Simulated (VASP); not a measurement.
# InP (P6_3/mmc) in VASP: further runs

The runs below take InP through single point, relaxation of cell and atoms, with PBE.

Program: VASP 6.6.1. These are calculated values, not measurements. Logs are shortened: lines on timing, memory, paths and dates and some standing lists are left out, and cuts for length are marked.

## Step 1: The cell of the first run

It takes space group P6_3/mmc (No. 194, hexagonal). The conventional cell has a = 4.006 Å, b = 4.006 Å, c = 5.306 Å, α = 90.00°, β = 90.00°, γ = 120.00°. In (site symmetry -6m2) has 6 P at 2.67 Å and 6 In at 3.52 Å within 3.6 Å. Within 3.5 Å of P (site symmetry -3m) lie 2 P at 2.65 Å and 6 In at 2.67 Å.

The cell was built from a structure type or drawn by symmetry, and may not be a known phase.

## Step 2: Single point, PBE

Input file INCAR:

```
SYSTEM = InP
PREC = Accurate
ENCUT = 520
EDIFF = 1E-6
ISMEAR = 0
SIGMA = 0.1
LREAL = .False.
LASPH = .True.
NELM = 100
ALGO = Normal
ISIF = 2
LWAVE = .False.
LCHARG = .False.
GGA = PE
NBANDS = 26
```

Input file KPOINTS:

```
Automatic mesh
0
Gamma
  6 6 4
  0 0 0
```

Input file POSCAR:

```
InP
1.0
    4.0055955600      0.0000000000      0.0000000000
   -2.0027977800      3.4689475100      0.0000000000
    0.0000000000      0.0000000000      5.3063672100
In P
2 2
Direct
    0.3333333300      0.6666666700      0.2500000000
    0.6666666700      0.3333333300      0.7500000000
    0.0000000000      0.0000000000      0.0000000000
    0.0000000000      0.0000000000      0.5000000000
```

Potentials or basis: VASP PAW PBE potentials, release 64 (In_d, P).

The run is started by

```console
cat potpaw_PBE.64/In_d/POTCAR potpaw_PBE.64/P/POTCAR > POTCAR
mpirun -np 1 vasp_std > vasp.out
```

OUTCAR:

```text
SYSTEM = InP
   PREC = Accurate
   ENCUT = 520
   EDIFF = 1E-6
   ISMEAR = 0
   LREAL = .False.
   LASPH = .True.
   NELM = 100
   ISIF = 2
   GGA = PE

 ion  position               nearest neighbor table
   1  0.333  0.667  0.250-   3 2.67   4 2.67   3 2.67   4 2.67   3 2.67   4 2.67   2 3.52   2 3.52
                             2 3.52   2 3.52   2 3.52   2 3.52
   2  0.667  0.333  0.750-   3 2.67   4 2.67   3 2.67   4 2.67   3 2.67   4 2.67   1 3.52   1 3.52
                             1 3.52   1 3.52   1 3.52   1 3.52
   3  0.000  0.000  0.000-   4 2.65   4 2.65   1 2.67   2 2.67   1 2.67   2 2.67   2 2.67   1 2.67

   4  0.000  0.000  0.500-   3 2.65   3 2.65   1 2.67   2 2.67   1 2.67   2 2.67   2 2.67   1 2.67

  LATTYP: Found a hexagonal cell.
 ALAT       =     4.0055955600
 C/A-ratio  =     1.3247386389

  Lattice vectors:

 A1 = (   4.0055955600,   0.0000000000,   0.0000000000)
 A2 = (  -2.0027977800,   3.4689475100,   0.0000000000)
 A3 = (   0.0000000000,   0.0000000000,   5.3063672100)

Analysis of symmetry for initial positions (statically):
=====================================================================
 Subroutine PRICEL returns:
 Original cell was already a primitive cell.

 Routine SETGRP: Setting up the symmetry group for a
 hexagonal supercell.

 Subroutine GETGRP returns: Found 24 space group operations
 (whereof 12 operations were pure point group operations)
 out of a pool of 24 trial point group operations.

The static configuration has the point symmetry D_3d.
 The point group associated with its full space group is D_6h.

Analysis of symmetry for dynamics (positions and initial velocities):
=====================================================================
 Subroutine PRICEL returns:
 Original cell was already a primitive cell.

 Routine SETGRP: Setting up the symmetry group for a
 hexagonal supercell.

 Subroutine GETGRP returns: Found 24 space group operations
 (whereof 12 operations were pure point group operations)
 out of a pool of 24 trial point group operations.

The dynamic configuration has the point symmetry D_3d.
 The point group associated with its full space group is D_6h.

 Subroutine INISYM returns: Found 24 space group operations
 (whereof 12 operations are pure point group operations),
 and found     1 'primitive' translations

----------------------------------------------------------------------------------------

                                     Primitive cell

  volume of cell :      73.7330

  direct lattice vectors                    reciprocal lattice vectors
     4.005595560  0.000000000  0.000000000     0.249650766  0.144135937  0.000000000
    -2.002797780  3.468947510  0.000000000     0.000000000  0.288271874  0.000000000
     0.000000000  0.000000000  5.306367210     0.000000000  0.000000000  0.188452846

  length of vectors
     4.005595560  4.005595558  5.306367210     0.288271874  0.288271874  0.188452846

  position of ions in fractional coordinates (direct lattice)
     0.333333330  0.666666670  0.250000000
     0.666666670  0.333333330  0.750000000
     0.000000000  0.000000000  0.000000000
     0.000000000  0.000000000  0.500000000

  ion indices of the primitive-cell ions
   primitive index   ion index
                 1           1
                 2           2
                 3           3
                 4           4

----------------------------------------------------------------------------------------

 KPOINTS: Automatic mesh

Automatic generation of k-mesh.
 Grid dimensions read from file:
 generate k-points for:    6    6    4

 Generating k-lattice:

  Cartesian coordinates                     Fractional coordinates (reciprocal lattice)
     0.041608461  0.024022656  0.000000000     0.166666667  0.000000000  0.000000000
     0.000000000  0.048045312  0.000000000     0.000000000  0.166666667  0.000000000
     0.000000000  0.000000000  0.047113211     0.000000000  0.000000000  0.250000000

  Length of vectors
     0.048045312  0.048045312  0.047113211

  Shift w.r.t. Gamma in fractional coordinates (k-lattice)
     0.000000000  0.000000000  0.000000000

 Subroutine IBZKPT returns following result:
 ===========================================

 Found     21 irreducible k-points:

 Following reciprocal coordinates:
            Coordinates               Weight
  0.000000  0.000000  0.000000      1.000000
  0.166667  0.000000  0.000000      6.000000
  0.333333 -0.000000  0.000000      6.000000
  0.500000  0.000000  0.000000      3.000000
  0.166667  0.166667  0.000000      6.000000
  0.333333  0.166667  0.000000     12.000000
[... 13 lines left out ...]
  0.333333  0.166667  0.500000     12.000000
  0.333333  0.333333  0.500000      2.000000
   k-points           NKPTS =     21   k-points in BZ     NKDIM =     21   number of bands    NBANDS=     26
   number of dos      NEDOS =    301   number of ions     NIONS =      4
   total plane-waves  NPLWV =  36000
   dimension x,y,z NGX =    30 NGY =   30 NGZ =   40
   dimension x,y,z NGXF=    60 NGYF=   60 NGZF=   80
   ions per type =               2   2
   NGX,Y,Z   is equivalent  to a cutoff of  12.45, 12.45, 12.53 a.u.
   NGXF,Y,Z  is equivalent  to a cutoff of  24.90, 24.90, 25.06 a.u.
 SYSTEM =  InP
   PREC   = accura    normal or accurate (medium, high low for compatibility)
   ISTART =      0    job   : 0-new  1-cont  2-samecut
   ICHARG =      2    charge: 1-file 2-atom 10-const
   ISPIN  =      1    spin polarized calculation?
   LNONCOLLINEAR =      F non collinear calculations
   LSORBIT =      F    spin-orbit coupling
   LASPH  =      T    aspherical Exc in radial PAW
   ENCUT  =  520.0 eV  38.22 Ry    6.18 a.u.   7.45  7.45  9.87*2*pi/ulx,y,z
   NELM   =    100;   NELMIN=  2; NELMDL= -5     # of ELM steps
   EDIFF  = 0.1E-05   stopping-criterion for ELM
   LREAL  =      F    real-space projection
   EDIFFG = 0.1E-04   stopping-criterion for IOM
   NSW    =      0    number of steps for IOM
   IBRION =     -1    ionic relax: 0-MD 1-quasi-New 2-CG
   NFREE  =      0    steps in history (QN), initial steepest desc. (CG)
   ISIF   =      2    stress and relaxation
   ISYM   =      2    0-nonsym 1-usesym 2-fastsym
   POTIM  = 0.5000    time-step for ionic-motion
   TEBEG  =    0.0;   TEEND  =   0.0 temperature during run
   PSTRESS=    0.0 pullay stress
   NELECT =      36.0000    total number of electrons
   NUPDOWN=      -1.0000    fix difference up-down
   EMIN   =  10.00;   EMAX   =-10.00  energy-range for DOS
   EFERMI =   0.00;   METHOD = LEGACY
   ISMEAR =     0;   SIGMA  =   0.10  broadening in eV -4-tet -1-fermi 0-gaus
   EFERMI_NEDOS =   21; number of points for ismear=-14 and -15
   IALGO  =     38    algorithm
   IMIX   =      4    mixing-type and parameters
     AMIX     =   0.40;   BMIX     =  1.00
     AMIX_MAG =   1.60;   BMIX_MAG =  1.00
  volume/ion in A,a.u.               =      18.43       124.39
  Fermi-wavevector in a.u.,A,eV,Ry     =   1.289105  2.436055 22.610048  1.661792
  Thomas-Fermi vector in A             =   2.421018
   LORBIT       =      0    0 simple, 1 ext, 2 COOP (PROOUT), +10 PAW based schemes
   GGA     = PE    functional components
   LHFCALC =     F    Hartree Fock is set to
   AEXX    =    0.0000 exact exchange contribution
   IVDW    =     0    specifies the selected vdW correction
   LEPSILON=     F    determine dielectric tensor
   LRPA    =     F    only Hartree local field effects (RPA)
 non-spin polarized calculation
 Gauss-broadening in eV      SIGMA  =   0.10
  energy-cutoff  :      520.00
  volume of cell :       73.73
 maximum number of plane-waves:      2005
 NGX is ok and might be reduce to    30
   NGX = 15   NGY = 15   NGZ = 19

 number of electron      35.9999995 magnetization

 Free energy of the ion-electron system (eV)
  ---------------------------------------------------
  ext. energy  EPLUGINS =         0.00000000
  ---------------------------------------------------
  free energy    TOTEN  =       -14.47474864 eV

  energy without entropy =      -14.46960340  energy(sigma->0) =      -14.47217602

 E-fermi :   9.6708     XC(G=0): -11.0107

 val. band max:        9.6675004321   @ k =   0.3333  -0.0000   0.5000
 cond. band min:       9.9754972970   @ k =   0.5000   0.0000   0.0000
 fundamental gap:      0.3079968649
 Fermi energy:         9.6707840308

 k-point     1 :       0.0000    0.0000    0.0000
  band No.  band energies     occupation
      1      -5.3699      2.00000
      2      -5.3699      2.00000
      3      -5.3522      2.00000
      4      -5.3297      2.00000
      5      -5.3297      2.00000
      6      -5.2802      2.00000
[... 18 lines left out ...]
     25      15.5153      0.00000
     26      15.7855      0.00000

 k-point     2 :       0.1667    0.0000    0.0000
  band No.  band energies     occupation
      1      -5.5096      2.00000
      2      -5.3699      2.00000
      3      -5.3621      2.00000
      4      -5.3367      2.00000
      5      -5.3189      2.00000
      6      -5.2902      2.00000
[... 18 lines left out ...]
     25      14.7796      0.00000
     26      15.4548      0.00000

 k-point     3 :       0.3333   -0.0000    0.0000
  band No.  band energies     occupation
      1      -5.6370      2.00000
      2      -5.4940      2.00000
      3      -5.4123      2.00000
      4      -5.3133      2.00000
      5      -5.2698      2.00000
      6      -5.2430      2.00000
[... 18 lines left out ...]
     25      15.4799      0.00000
     26      17.4342      0.00000

 k-point     4 :       0.5000    0.0000    0.0000
  band No.  band energies     occupation
      1      -5.6843      2.00000
      2      -5.5593      2.00000
      3      -5.4338      2.00000
      4      -5.3256      2.00000
      5      -5.2367      2.00000
      6      -5.2179      2.00000
[... 18 lines left out ...]
     25      17.9254      0.00000
     26      18.3052      0.00000

 k-point     5 :       0.1667    0.1667    0.0000
  band No.  band energies     occupation
      1      -5.5990      2.00000
      2      -5.4827      2.00000
      3      -5.3674      2.00000
      4      -5.3330      2.00000
      5      -5.2901      2.00000
      6      -5.2394      2.00000
[... 18 lines left out ...]
     25      15.5983      0.00000
     26      16.2401      0.00000

 k-point     6 :       0.3333    0.1667    0.0000
  band No.  band energies     occupation
      1      -5.6615      2.00000
      2      -5.5888      2.00000
      3      -5.3764      2.00000
      4      -5.3107      2.00000
      5      -5.2817      2.00000
      6      -5.2457      2.00000
[... 340 lines left out ...]
 k-point    18 :       0.5000    0.0000    0.5000
  band No.  band energies     occupation
      1      -5.6133      2.00000
      2      -5.6133      2.00000
      3      -5.3336      2.00000
      4      -5.3336      2.00000
      5      -5.2806      2.00000
      6      -5.2806      2.00000
[... 18 lines left out ...]
     25      17.5202      0.00000
     26      17.5202      0.00000

 k-point    19 :       0.1667    0.1667    0.5000
  band No.  band energies     occupation
      1      -5.5400      2.00000
      2      -5.5400      2.00000
      3      -5.3357      2.00000
      4      -5.3357      2.00000
      5      -5.2892      2.00000
      6      -5.2892      2.00000
[... 18 lines left out ...]
     25      17.4229      0.00000
     26      17.4555      0.00000

 k-point    20 :       0.3333    0.1667    0.5000
  band No.  band energies     occupation
      1      -5.5867      2.00000
      2      -5.5867      2.00000
      3      -5.3314      2.00000
      4      -5.3314      2.00000
      5      -5.2912      2.00000
      6      -5.2912      2.00000
[... 18 lines left out ...]
     25      16.8041      0.00000
     26      16.8041      0.00000

 k-point    21 :       0.3333    0.3333    0.5000
  band No.  band energies     occupation
      1      -5.5724      2.00000
      2      -5.5724      2.00000
      3      -5.3542      2.00000
      4      -5.3542      2.00000
      5      -5.2825      2.00000
      6      -5.2825      2.00000
[... 18 lines left out ...]
     25      16.0962      0.00000
     26      16.0962      0.00000

------------------------ aborting loop because EDIFF is reached ----------------------------------------

  FORCE on cell =-STRESS in cart. coord.  units (eV):
  Direction    XX          YY          ZZ          XY          YZ          ZX
  --------------------------------------------------------------------------------------
  -------------------------------------------------------------------------------------
  Total        8.4009723      8.4009723     10.0774914      0.0000000      0.0000000      0.0000000
  in kB      182.5483906    182.5483903    218.9782060      0.0000000      0.0000000      0.0000000
  external PRESSURE =     194.6916623 kB  Pullay stress =       0.0000000 kB

 VOLUME and BASIS-vectors are now :
 -----------------------------------------------------------------------------
  energy-cutoff  :      520.00
  volume of cell :       73.73
      direct lattice vectors                 reciprocal lattice vectors
     4.005595560  0.000000000  0.000000000     0.249650766  0.144135937  0.000000000
    -2.002797780  3.468947510  0.000000000     0.000000000  0.288271874  0.000000000
     0.000000000  0.000000000  5.306367210     0.000000000  0.000000000  0.188452846

 POSITION                                       TOTAL-FORCE (eV/Angst)
 -----------------------------------------------------------------------------------
     -0.00000      2.31263      1.32659        -0.000000     -0.000000      0.000000
      2.00280      1.15632      3.97978         0.000000      0.000000      0.000000
      0.00000      0.00000      0.00000         0.000000      0.000000      0.000000
      0.00000      0.00000      2.65318         0.000000      0.000000      0.000000
 -----------------------------------------------------------------------------------
    total drift:                               -0.000004      0.000002      0.000000

  FREE ENERGIE OF THE ION-ELECTRON SYSTEM (eV)
  ---------------------------------------------------
  free  energy   TOTEN  =       -14.4747486404 eV

  energy  without entropy=      -14.4696033957  energy(sigma->0) =      -14.47217602
```

Run time: 56 s. Hardware: 1 thread of Intel Xeon 8259CL, shared host; peak memory 0.2 GiB.

What came out:

```yaml
Free_energy: -14.4747 eV
Pressure: 19.5 GPa
Band_gap_on_the_k_mesh: zero (bands 18 and 19 overlap by 2.03 eV)
```

Caveat: the cell stands under pressure; spin-orbit coupling is left out, which moves the levels of the heavy elements.

## Step 3: Single point, PBE

This run uses another cell than the first one, of 22.57 Å³/atom.

Input file INCAR:

```
SYSTEM = InP
PREC = Accurate
ENCUT = 520
EDIFF = 1E-6
ISMEAR = 0
SIGMA = 0.1
LREAL = .FALSE.
LASPH = .TRUE.
NELM = 60
ALGO = Normal
ISIF = 2
LWAVE = .FALSE.
LCHARG = .FALSE.
GGA = PE
NBANDS = 26
```

Input file KPOINTS:

```
regular mesh
0
G
  6 6 4
  0 0 0
```

Input file POSCAR:

```
InP
1.0
    4.2283177898      0.0000000000      0.0000000000
   -2.1141588949      3.6618306213      0.0000000000
    0.0000000000      0.0000000000      5.8313852560
In P
2 2
Direct
    0.3333333333      0.6666666667      0.2500000000
    0.6666666667      0.3333333333      0.7500000000
    0.0000000000      0.0000000000      0.0000000000
    0.0000000000      0.0000000000      0.5000000000
```

Potentials or basis: VASP PAW PBE potentials, release 64 (In_d, P).

The run is started by

```console
cat potpaw_PBE.64/In_d/POTCAR potpaw_PBE.64/P/POTCAR > POTCAR
mpirun -np 1 vasp_std > vasp.out
```

Wall time 78 s (1 thread of Intel Xeon 8259CL, shared host); peak memory 0.22 GiB.

Results (log left out):

```
Free energy            : -15.3368 eV
Pressure               : 0.0 GPa
Band gap on the k mesh : zero (bands 18 and 19 overlap by 1.57 eV)
```

Levels at points of the mesh, in eV from the Fermi level:
| k point | band 16 | band 17 | band 18 | band 19 | band 20 | band 21 |
| --- | --- | --- | --- | --- | --- | --- |
| (0.00, 0.00, 0.00) | -2.25 | -0.29 | -0.29 | 1.55 | 1.57 | 1.57 |
| (0.50, 0.00, 0.00) | -3.59 | -3.54 | -0.59 | 0.69 | 2.42 | 2.43 |
| (0.00, 0.00, 0.50) | -1.57 | -1.57 | -1.57 | -0.64 | -0.64 | 3.32 |
| (0.50, 0.00, 0.50) | -2.62 | -1.86 | -1.86 | -0.49 | -0.49 | 3.52 |

Caveat: spin-orbit coupling is left out, which moves the levels of the heavy elements.

[end of part 1 of 2]
